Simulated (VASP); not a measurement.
Wanted: the native input for a VASP 6.6.1 run.

```
Task                   : relaxation of cell and atoms
Functional             : r2SCAN
Potentials or basis    : VASP PAW PBE potentials, release 64 (I)
Cutoff                 : 600 eV
k mesh                 : 14 × 14 × 14
Occupations            : gaussian, width 0.1 eV
Spin                   : no spin polarisation
Dipole correction      : no
Further INCAR settings : ALGO = Normal; EDIFF = 1e-07; IBRION = 2; EDIFFG = -0.01; NSW = 100; ISIF = 3
```

The system is I.

```
I
1.0
     0.00000    2.60578    2.60578
     2.60578    0.00000    2.60578
     2.60578    2.60578    0.00000
I
1
Direct
  0.00000 0.00000 0.00000
```

These files were run (other wordings do the same):

POSCAR

```
I
1.0
    0.0000000000      2.6057827397      2.6057827397
    2.6057827397      0.0000000000      2.6057827397
    2.6057827397      2.6057827397      0.0000000000
I
1
Direct
    0.0000000000      0.0000000000      0.0000000000
```

INCAR.step1

```
SYSTEM = I
PREC     = Accurate       ! precision mode
ENCUT    = 600            ! plane-wave cutoff, eV
ISMEAR   = 0              ! smearing method
SIGMA    = 0.1            ! smearing width, eV
LREAL    = .False.        ! projectors in reciprocal space
LASPH    = .True.         ! aspherical terms in the spheres
NELM     = 80             ! most SCF steps
GGA      = PE             ! functional
ALGO     = Normal         ! electronic algorithm
EDIFF    = 1E-4           ! SCF threshold, eV
LWAVE    = .True.         ! write WAVECAR
LCHARG   = .False.        ! write CHGCAR
```

INCAR.step2

```
SYSTEM = I
PREC     = Accurate       ! precision mode
ENCUT    = 600            ! plane-wave cutoff, eV
EDIFF    = 1E-7           ! SCF threshold, eV
ISMEAR   = 0              ! smearing method
SIGMA    = 0.1            ! smearing width, eV
LREAL    = .False.        ! projectors in reciprocal space
LASPH    = .True.         ! aspherical terms in the spheres
NELM     = 80             ! most SCF steps
ALGO     = Normal         ! electronic algorithm
ISIF     = 3              ! what is computed and relaxed
LWAVE    = .False.        ! write WAVECAR
LCHARG   = .False.        ! write CHGCAR
METAGGA  = R2SCAN         ! meta-GGA
LMIXTAU  = .True.       
IBRION   = 2              ! ionic algorithm
NSW      = 100            ! ionic steps
EDIFFG   = -0.01          ! ionic threshold
ISTART   = 1
```

KPOINTS

```
regular mesh
0
Gamma
  14 14 14
  0 0 0
```

Potentials or basis: VASP PAW PBE potentials, release 64 (I).

The run is started by

```console
$ cat potpaw_PBE.64/I/POTCAR > POTCAR
$ cp INCAR.step1 INCAR
$ mpirun -np 1 vasp_std > vasp.out
$ cp INCAR.step2 INCAR
$ mpirun -np 1 vasp_std > vasp.out
```

Results of the run:

```json
{"Relaxed volume": "35.33 Å³/atom", "Relaxed cell": "a = 3.683 Å, b = 3.683 Å, c = 3.683 Å, α = 60.00°, β = 60.00°, γ = 60.00°", "Space group after relaxing (to 0.1 Å)": "Fm-3m (No. 225)", "Energy gained by relaxing": "0.0 meV/atom", "Ionic steps": "2", "Pressure after relaxing": "0.0 GPa", "Band gap on the k mesh": "zero (an odd number of electrons rules out a gap without spin polarisation)"}
```

Caveat: the PAW data sets were made with another functional, which shifts forces and pressure a little; spin-orbit coupling is left out, which moves the levels of the heavy elements; an odd number of electrons without spin polarisation forces a metal; a magnetic or distorted state may lie lower.

Run time: 100 s on 1 thread of Intel(R) Xeon(R) 6975P-C (Granite Rapids), on a shared host, peak memory 0.19 GiB.
